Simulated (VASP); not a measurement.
# Na2Sb (I4_1md) in VASP: notebook

Runs on Na2Sb. Level: PBE. Tasks: relaxation of cell and atoms, single point.

Everything below comes from runs of VASP 6.6.1. Logs are shortened: lines on timing, memory, paths and dates and some standing lists are left out, and cuts for length are marked.

## (1) The cell of the first run

The structure is tetragonal, space group I4_1md (No. 109). The conventional cell has a = 7.119 Å, b = 7.119 Å, c = 5.938 Å, α = 90.00°, β = 90.00°, γ = 90.00°. Na (site symmetry m) has 2 Sb at 2.60 to 3.11 Å and 5 Na at 2.93 to 3.20 Å within 3.4 Å. Within 3.4 Å of Sb (site symmetry 2mm) lie 4 Na at 2.60 to 3.11 Å.

The cell was generated, and may not be a known phase.

## (2) Relaxation of cell and atoms, PBE

The input, INCAR:

```
SYSTEM = Na2Sb
ALGO     = Normal         ! electronic algorithm
EDIFF    = 1E-6           ! SCF threshold, eV
EDIFFG   = -0.04          ! ionic threshold
ENCUT    = 600            ! plane-wave cutoff, eV
GGA      = PE             ! functional
IBRION   = 2              ! ionic algorithm
ISIF     = 3              ! what is computed and relaxed
ISMEAR   = 0              ! smearing method
LASPH    = .TRUE.         ! aspherical terms in the spheres
LCHARG   = .FALSE.        ! write CHGCAR
LREAL    = .FALSE.        ! projectors in reciprocal space
LWAVE    = .FALSE.        ! write WAVECAR
NELM     = 80             ! most SCF steps
NSW      = 90             ! ionic steps
PREC     = Accurate       ! precision mode
SIGMA    = 0.1            ! smearing width, eV
```

The input, KPOINTS:

```
k-points
0
G
  4 4 4
  0 0 0
```

The input, POSCAR:

```
Na2Sb
1.0
   -3.5595395057      3.5595395057      2.9689259743
    3.5595395057     -3.5595395057      2.9689259743
    3.5595395057      3.5595395057     -2.9689259743
Na Sb
4 2
Direct
    0.7195963673      0.4951776822      0.7755813149
    0.7195963673      0.9440150524      0.2244186851
    0.6940150524      0.9695963673      0.7244186851
    0.2451776822      0.9695963673      0.2755813149
    0.1250000000      0.6250000000      0.5000000000
    0.3750000000      0.3750000000      0.0000000000
```

Potentials or basis: VASP PAW PBE potentials, release 64 (Na_pv, Sb).

The run is started by

```sh
> cat potpaw_PBE.64/Na_pv/POTCAR potpaw_PBE.64/Sb/POTCAR > POTCAR
> mpirun -np 1 vasp_std > vasp.out
```

OUTCAR:

```text
SYSTEM = Na2Sb
   EDIFF = 1E-6
   EDIFFG = -0.04
   ENCUT = 600
   GGA = PE
   IBRION = 2
   ISIF = 3
   ISMEAR = 0
   LASPH = .TRUE.
   LREAL = .FALSE.
   NELM = 80
   NSW = 90
   PREC = Accurate

 ion  position               nearest neighbor table
   1  0.720  0.495  0.776-   6 2.60   5 3.11
   2  0.720  0.944  0.224-   6 2.60   5 3.11
   3  0.694  0.970  0.724-   5 2.60   6 3.11
   4  0.245  0.970  0.276-   5 2.60   6 3.11
   5  0.125  0.625  0.500-   3 2.60   4 2.60   1 3.11   2 3.11
   6  0.375  0.375  0.000-   2 2.60   1 2.60   4 3.11   3 3.11

  LATTYP: Found a body centered tetragonal cell.
 ALAT       =     7.1190790114
 C/A-ratio  =     0.8340758600

  Lattice vectors:

 A1 = (  -3.5595395057,   3.5595395057,   2.9689259743)
 A2 = (   3.5595395057,  -3.5595395057,   2.9689259743)
 A3 = (   3.5595395057,   3.5595395057,  -2.9689259743)

Analysis of symmetry for initial positions (statically):
=====================================================================
 Subroutine PRICEL returns:
 Original cell was already a primitive cell.

 Routine SETGRP: Setting up the symmetry group for a
 body centered tetragonal supercell.

 Subroutine GETGRP returns: Found  8 space group operations
 (whereof  4 operations were pure point group operations)
 out of a pool of 16 trial point group operations.

The static configuration has the point symmetry C_2v.
 The point group associated with its full space group is C_4v.

Analysis of symmetry for dynamics (positions and initial velocities):
=====================================================================
 Subroutine PRICEL returns:
 Original cell was already a primitive cell.

 Routine SETGRP: Setting up the symmetry group for a
 body centered tetragonal supercell.

 Subroutine GETGRP returns: Found  8 space group operations
 (whereof  4 operations were pure point group operations)
 out of a pool of 16 trial point group operations.

The dynamic configuration has the point symmetry C_2v.
 The point group associated with its full space group is C_4v.

 Subroutine INISYM returns: Found  8 space group operations
 (whereof  4 operations are pure point group operations),
 and found     1 'primitive' translations

----------------------------------------------------------------------------------------

                                     Primitive cell

  volume of cell :     150.4690

  direct lattice vectors                    reciprocal lattice vectors
    -3.559539506  3.559539506  2.968925974     0.000000000  0.140467608  0.168411070
     3.559539506 -3.559539506  2.968925974     0.140467608  0.000000000  0.168411070
     3.559539506  3.559539506 -2.968925974     0.140467608  0.140467608  0.000000000

  length of vectors
     5.844241989  5.844241989  5.844241989     0.219302160  0.219302160  0.198651196

  position of ions in fractional coordinates (direct lattice)
     0.719596367  0.495177682  0.775581315
     0.719596367  0.944015052  0.224418685
     0.694015052  0.969596367  0.724418685
     0.245177682  0.969596367  0.275581315
     0.125000000  0.625000000  0.500000000
     0.375000000  0.375000000  0.000000000

  ion indices of the primitive-cell ions
   primitive index   ion index
                 1           1
                 2           2
                 3           3
                 4           4
                 5           5
                 6           6

----------------------------------------------------------------------------------------

 KPOINTS: k-points

Automatic generation of k-mesh.
 Grid dimensions read from file:
 generate k-points for:    4    4    4

 Generating k-lattice:

  Cartesian coordinates                     Fractional coordinates (reciprocal lattice)
     0.000000000  0.035116902  0.042102767     0.250000000  0.000000000  0.000000000
     0.035116902  0.000000000  0.042102767     0.000000000  0.250000000  0.000000000
     0.035116902  0.035116902  0.000000000     0.000000000  0.000000000  0.250000000

  Length of vectors
     0.054825540  0.054825540  0.049662799

  Shift w.r.t. Gamma in fractional coordinates (k-lattice)
     0.000000000  0.000000000  0.000000000

 Subroutine IBZKPT returns following result:
 ===========================================

 Found     13 irreducible k-points:

 Following reciprocal coordinates:
            Coordinates               Weight
  0.000000  0.000000  0.000000      1.000000
  0.250000 -0.000000  0.000000      8.000000
  0.500000 -0.000000  0.000000      4.000000
  0.250000  0.250000  0.000000      8.000000
  0.500000  0.250000  0.000000     16.000000
 -0.250000  0.250000  0.000000      4.000000
  0.500000  0.500000  0.000000      2.000000
  0.250000  0.250000  0.250000      2.000000
 -0.250000  0.250000  0.250000      4.000000
  0.500000  0.500000  0.250000      4.000000
 -0.250000  0.500000  0.250000      8.000000
 -0.250000 -0.250000  0.250000      2.000000
  0.500000  0.500000  0.500000      1.000000
   k-points           NKPTS =     13   k-points in BZ     NKDIM =     13   number of bands    NBANDS=     23
   number of dos      NEDOS =    301   number of ions     NIONS =      6
   total plane-waves  NPLWV = 110592
   dimension x,y,z NGX =    48 NGY =   48 NGZ =   48
   dimension x,y,z NGXF=    96 NGYF=   96 NGZF=   96
   ions per type =               4   2
   NGX,Y,Z   is equivalent  to a cutoff of  13.65, 13.65, 13.65 a.u.
   NGXF,Y,Z  is equivalent  to a cutoff of  27.31, 27.31, 27.31 a.u.
 SYSTEM =  Na2Sb
   PREC   = accura    normal or accurate (medium, high low for compatibility)
   ISTART =      0    job   : 0-new  1-cont  2-samecut
   ICHARG =      2    charge: 1-file 2-atom 10-const
   ISPIN  =      1    spin polarized calculation?
   LNONCOLLINEAR =      F non collinear calculations
   LSORBIT =      F    spin-orbit coupling
   LASPH  =      T    aspherical Exc in radial PAW
   ENCUT  =  600.0 eV  44.10 Ry    6.64 a.u.  11.67 11.67 11.67*2*pi/ulx,y,z
   NELM   =     80;   NELMIN=  2; NELMDL= -5     # of ELM steps
   EDIFF  = 0.1E-05   stopping-criterion for ELM
   LREAL  =      F    real-space projection
   EDIFFG = -.4E-01   stopping-criterion for IOM
   NSW    =     90    number of steps for IOM
   IBRION =      2    ionic relax: 0-MD 1-quasi-New 2-CG
   NFREE  =      1    steps in history (QN), initial steepest desc. (CG)
   ISIF   =      3    stress and relaxation
   ISYM   =      2    0-nonsym 1-usesym 2-fastsym
   POTIM  = 0.5000    time-step for ionic-motion
   TEBEG  =    0.0;   TEEND  =   0.0 temperature during run
   PSTRESS=    0.0 pullay stress
   NELECT =      38.0000    total number of electrons
   NUPDOWN=      -1.0000    fix difference up-down
   EMIN   =  10.00;   EMAX   =-10.00  energy-range for DOS
   EFERMI =   0.00;   METHOD = LEGACY
   ISMEAR =     0;   SIGMA  =   0.10  broadening in eV -4-tet -1-fermi 0-gaus
   EFERMI_NEDOS =   21; number of points for ismear=-14 and -15
   IALGO  =     38    algorithm
   IMIX   =      4    mixing-type and parameters
     AMIX     =   0.40;   BMIX     =  1.00
     AMIX_MAG =   1.60;   BMIX_MAG =  1.00
  volume/ion in A,a.u.               =      25.08       169.24
  Fermi-wavevector in a.u.,A,eV,Ry     =   1.034794  1.955476 14.569086  1.070798
  Thomas-Fermi vector in A             =   2.169106
   LORBIT       =      0    0 simple, 1 ext, 2 COOP (PROOUT), +10 PAW based schemes
   GGA     = PE    functional components
   LHFCALC =     F    Hartree Fock is set to
   AEXX    =    0.0000 exact exchange contribution
   IVDW    =     0    specifies the selected vdW correction
   LEPSILON=     F    determine dielectric tensor
   LRPA    =     F    only Hartree local field effects (RPA)
 conjugate gradient relaxation of ions
 non-spin polarized calculation
 Gauss-broadening in eV      SIGMA  =   0.10
  energy-cutoff  :      600.00
  volume of cell :      150.47
 maximum number of plane-waves:      5063
 NGX is ok and might be reduce to    48
   NGX = 23   NGY = 23   NGZ = 23

--------------------------------------- Ionic step        1  -------------------------------------------

 number of electron      38.0000014 magnetization

 Free energy of the ion-electron system (eV)
  ---------------------------------------------------
  ext. energy  EPLUGINS =         0.00000000
  ---------------------------------------------------
  free energy    TOTEN  =       -11.70727527 eV

  energy without entropy =      -11.68720487  energy(sigma->0) =      -11.69724007

------------------------ aborting loop because EDIFF is reached ----------------------------------------

  FORCE on cell =-STRESS in cart. coord.  units (eV):
  Direction    XX          YY          ZZ          XY          YZ          ZX
  --------------------------------------------------------------------------------------
  -------------------------------------------------------------------------------------
  Total        6.6836130      6.6836130     10.8283537      0.0000000      0.0000000      0.0000000
  in kB       71.1663815     71.1663815    115.2991274      0.0000000      0.0000000      0.0000000
  external PRESSURE =      85.8772968 kB  Pullay stress =       0.0000000 kB
[... 101 lines left out ...]
  FREE ENERGIE OF THE ION-ELECTRON SYSTEM (eV)
  ---------------------------------------------------
  free  energy   TOTEN  =       -13.1610049121 eV

  energy  without entropy=      -13.1378959263  energy(sigma->0) =      -13.14945042

[... ionic steps 4 to 21 ...]

--------------------------------------- Ionic step       22  -------------------------------------------

 number of electron      37.9999937 magnetization

------------------------ aborting loop because EDIFF is reached ----------------------------------------

  FORCE on cell =-STRESS in cart. coord.  units (eV):
  Direction    XX          YY          ZZ          XY          YZ          ZX
  --------------------------------------------------------------------------------------
  -------------------------------------------------------------------------------------
  Total        0.0560767      0.0560767      0.4198682      0.0000000      0.0000000      0.0000000
  in kB        0.4222982      0.4222982      3.1619099      0.0000000      0.0000000      0.0000000
  external PRESSURE =       1.3355021 kB  Pullay stress =       0.0000000 kB
[... 65 lines left out ...]
  energy  without entropy=      -14.7980225798  energy(sigma->0) =      -14.81170569

--------------------------------------- Ionic step       24  -------------------------------------------

 number of electron      37.9999902 magnetization

 Free energy of the ion-electron system (eV)
  ---------------------------------------------------
  ext. energy  EPLUGINS =         0.00000000
  ---------------------------------------------------
  free energy    TOTEN  =       -14.82742511 eV

  energy without entropy =      -14.80037378  energy(sigma->0) =      -14.81389945

 E-fermi :   1.0789     XC(G=0):  -7.0386

 val. band max:        1.0484855947   @ k =   0.5000  -0.0000   0.0000
 cond. band min:       1.2215200436   @ k =   0.2500   0.2500   0.0000
 fundamental gap:      0.1730344490
 Fermi energy:         1.0789433866

 k-point     1 :       0.0000    0.0000    0.0000
  band No.  band energies     occupation
      1     -22.7984      2.00000
      2     -22.7922      2.00000
      3     -22.7922      2.00000
      4     -22.7854      2.00000
      5     -22.7355      2.00000
      6     -22.7349      2.00000
[... 360 lines left out ...]
  FREE ENERGIE OF THE ION-ELECTRON SYSTEM (eV)
  ---------------------------------------------------
  free  energy   TOTEN  =       -14.8274251106 eV

  energy  without entropy=      -14.8003737803  energy(sigma->0) =      -14.81389945

 reached required accuracy - stopping structural energy minimisation
```

Run time: 14 min. Hardware: 1 thread of Intel Xeon Platinum 8488C (Sapphire Rapids), shared host; peak memory 0.35 GiB.

What came out:

- Free energy: -14.8274 eV
- Relaxed volume: 35.70 Å³/atom
- Relaxed cell: a = 7.808 Å, b = 7.808 Å, c = 7.808 Å, α = 93.26°, β = 93.26°, γ = 152.39°
- Space group after relaxing (to 0.1 Å): I4_1md (No. 109)
- Energy gained by relaxing: 520.0 meV/atom
- Ionic steps: 24
- Pressure after relaxing: 0.0 GPa
- Largest force after relaxing: 0.020 eV/Å
- Band gap on the k mesh: zero (bands 19 and 20 overlap by 2.53 eV)

Forces on the atoms (eV/Å):
```
Na  -0.020  0.000 -0.002
Na   0.020  0.000 -0.002
Na   0.000  0.020 -0.002
Na   0.000 -0.020 -0.002
Sb   0.000  0.000  0.004
Sb   0.000  0.000  0.004
```

Step by step:
| step | energy change (eV) | largest force (eV/Å) | pressure (GPa) | volume (Å³) |
| --- | --- | --- | --- | --- |
| 1 | 0.0000 | 2.5835 | 8.59 | 150.47 |
| 2 | -1.4180 | 0.3941 | 0.68 | 181.62 |
| 3 | -1.4537 | 0.1252 | -0.41 | 191.15 |
| 4 | -1.4548 | 0.1613 | -0.24 | 189.62 |
| 5 | -1.4544 | 0.1817 | -0.16 | 188.78 |
| 6 | -1.4673 | 0.1464 | -0.02 | 187.69 |
| 7 | -1.4920 | 0.0211 | 0.46 | 184.40 |
| 8 | -1.4545 | 0.3300 | 1.77 | 177.63 |
| 9 | -1.4950 | 0.0407 | 0.68 | 183.11 |
| 10 | -1.5058 | 0.0614 | 0.65 | 184.00 |
| 11 | -1.5378 | 0.1256 | 0.60 | 186.63 |
| 12 | -1.5976 | 0.2626 | 0.53 | 191.58 |
| 13 | -1.6866 | 0.5235 | 0.60 | 200.21 |
| 14 | -1.7736 | 0.8718 | 1.10 | 211.47 |
| 15 | -1.8713 | 0.7445 | 2.20 | 202.80 |
| 16 | -2.4662 | 0.7804 | 0.76 | 213.71 |
| 17 | -2.7490 | 0.8080 | 1.00 | 211.05 |
| 18 | -2.7360 | 0.8024 | 1.08 | 210.28 |
| 19 | -2.9740 | 0.3491 | -0.70 | 224.33 |
| 20 | -2.9826 | 0.2726 | -1.02 | 227.65 |
| 21 | -3.1017 | 0.1238 | -0.29 | 217.56 |
| 22 | -3.1181 | 0.0355 | 0.13 | 212.75 |
| 23 | -3.1181 | 0.0291 | 0.17 | 212.46 |
| 24 | -3.1201 | 0.0203 | 0.00 | 214.22 |

Final structure:
```
Na Sb
1.0
    -5.36138    5.36138    1.86318
     5.36138   -5.36138    1.86318
     5.36138    5.36138   -1.86318
Na Sb
4 2
Cartesian
  2.7788 5.3614 0.9158
  2.5826 0.0000 2.7790
  5.3614 2.5826 1.8474
  5.3614 -2.5826 1.8474
  5.3614 0.0000 0.2708
  0.0000 0.0000 1.2023
```

Caveat: the volume moved by over 15 % at a fixed basis, so the end points are rough; spin-orbit coupling is left out, which moves the levels of the heavy elements.

(Continued in part 2 of 2.)

The gap in the log of VASP goes by the Fermi energy; the results here count the filled bands.